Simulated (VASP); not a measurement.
Here is a VASP 6.6.1 calculation.

INCAR

```
PREC = Accurate
ENCUT = 520
EDIFF = 1E-7
ISMEAR = 0
SIGMA = 0.15
LREAL = False
LASPH = True
NELM = 80
ALGO = Fast
ISIF = 2
LWAVE = False
LCHARG = True
GGA = PE
LELF = True
LVHAR = True
NBANDS = 18
```

The input KPOINTS:

```
Automatic mesh
0
Gamma
  16 16 16
```

File POSCAR:

```
ZnAu
1.0
    3.1470000000      0.0000000000      0.0000000000
    0.0000000000      3.1470000000      0.0000000000
    0.0000000000      0.0000000000      3.1470000000
Zn Au
1 1
Direct
    0.5000000000      0.5000000000      0.5000000000
    0.0589817382     -0.0589817382      0.0000000000
```

Potentials or basis: VASP PAW PBE potentials, release 64 (Zn, Au).

Command:

```console
$ cat potpaw_PBE.64/Zn/POTCAR potpaw_PBE.64/Au/POTCAR > POTCAR
$ mpirun -np 1 vasp_std > vasp.out
```

Estimate the largest force.

1.203 eV/Å.

Predict the band gap on the k mesh.

zero (an odd number of electrons rules out a gap without spin polarisation).

Predict the pressure.

8.7 GPa.

Stress tensor (GPa, compression positive):
```
 8.01 -3.49  0.00
-3.49  8.01  0.00
 0.00  0.00  9.99
```

Caveat: the cell differs from its parent crystal (all Au atoms moved +0.263 Å, as atom 2 along Cartesian [1 -1 0]); the cell stands under pressure; spin-orbit coupling is left out, which moves the levels of the heavy elements; forces of over 1 eV/Å act on the atoms, so gaps and moduli don't describe the material at rest.
